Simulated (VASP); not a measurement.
Runs of VASP 6.6.1 on Fe. The structure is that of space group Im-3m (No. 229), or close to it. The cells are those of the table. 

```tsv
cell	k mesh	cutoff (eV)	smearing	gap on the mesh (eV)	pressure (GPa)	moment (μB)
a = 2.492 Å, angles 109.5°, 1 atom	8 × 8 × 8	600	gaussian 0.1 eV	none	-6.3	(a)
a = 2.452 Å, angles 109.5°, 1 atom	10 × 10 × 10	520	gaussian 0.15 eV	none	(c)	2.14
a = 2.452 Å, angles 109.5°, 1 atom	20 × 20 × 20	520	gaussian 0.1 eV	none	-0.1	2.19
a = 2.452 Å, angles 109.5°, 1 atom	12 × 12 × 12	520	gaussian 0.15 eV	none	0.2	(b)
```

Alike in all rows: task single point; level PBE; potentials or basis VASP PAW PBE potentials, release 64 (Fe); spin collinear, ferromagnetic start.

Task: Fill in the values left out.

Result: (a) 2.36; (b) 2.20; (c) -0.8.

Caveats: some runs use coarse meshes.

A gap of «none» marks levels without a gap at the run's occupations.
